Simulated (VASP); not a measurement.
The system is Hf.

```
CELL_PARAMETERS angstrom
5.01956 0.00000 0.00000
-2.50978 4.34706 0.00000
0.00000 0.00000 3.07699
ATOMIC_POSITIONS crystal
Hf 0.00000 0.00000 0.00000
Hf 0.33333 0.66667 0.50000
Hf 0.66667 0.33333 0.50000
```

```yaml
Program: VASP 6.6.1
Task: relaxation of cell and atoms
Functional: BLYP
Potentials_or_basis: VASP PAW PBE potentials, release 64 (Hf_pv)
Cutoff: 600 eV
k_mesh: 7 × 7 × 10
Occupations: fermi-dirac, width 0.1 eV
Spin: no spin polarisation
```

At the start: pressure 2.6 GPa; volume 22.38 Å³/atom.

Where does the relaxation end?

Over 6 steps the energy falls by 6.2 meV/atom and the volume is 22.93 Å³/atom (+2.4 %); space group P6/mmm (No. 191, to 0.05 Å).

Step by step:
```tsv
step	energy change (eV)	largest force (eV/Å)	pressure (GPa)	volume (Å³)
1	0.0000	0.0000	2.65	67.14
2	-0.0011	0.0000	-2.72	70.79
3	-0.0177	0.0000	-0.22	68.96
4	-0.0177	0.0000	-0.17	68.92
5	-0.0185	0.0000	0.07	68.77
6	-0.0185	0.0000	0.05	68.78
```

Final structure:
```
Hf
1.0
     5.03667    0.00000    0.00000
    -2.51834    4.36189    0.00000
     0.00000    0.00000    3.13078
Hf
3
Direct
  0.00000 0.00000 0.00000
  0.33333 0.66667 0.50000
  0.66667 0.33333 0.50000
```

Caveat: the PAW data sets were made with another functional, which shifts forces and pressure a little.
